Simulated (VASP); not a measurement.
A run of VASP 6.6.1:

The input INCAR:

```
SYSTEM = ZnO
PREC = Accurate
ENCUT = 600
EDIFF = 1E-7
ISMEAR = -1
SIGMA = 0.05
LREAL = .False.
LASPH = .True.
NELM = 80
ALGO = Normal
ISIF = 3
LWAVE = .False.
LCHARG = .False.
GGA = B5
ALDAX = 1.0
AGGAX = 1.0
AGGAC = 1.0
ALDAC = 0.0
IBRION = 2
NSW = 60
EDIFFG = -0.01
```

The input KPOINTS:

```
regular mesh
0
Gamma
  9 9 5
  0 0 0
```

POSCAR

```
ZnO
1.0
    3.2493080000      0.0000000000      0.0000000000
   -1.6246540000      2.8139832727      0.0000000000
    0.0000000000      0.0000000000      5.2057090000
Zn O
2 2
Direct
    0.6666666667      0.3333333333      0.0000000000
    0.3333333333      0.6666666667      0.5000000000
    0.3333333333      0.6666666667      0.8790100000
    0.6666666667      0.3333333333      0.3790100000
```

Potentials or basis: VASP PAW PBE potentials, release 64 (Zn, O).

Launch:

```bash
$ cat potpaw_PBE.64/Zn/POTCAR potpaw_PBE.64/O/POTCAR > POTCAR
$ mpirun -np 1 vasp_std > vasp.out
```

Hardware: 1 thread of Intel(R) Xeon(R) Platinum 8488C (Sapphire Rapids), with other jobs on the host.

Problem. How long does it take, and how much memory?

Solution. It took 9.5 min on 1 thread of Intel(R) Xeon(R) Platinum 8488C (Sapphire Rapids), on a shared host, peak memory 0.2 GiB. Counts: scf iterations 67, k points 36, ion steps 8.
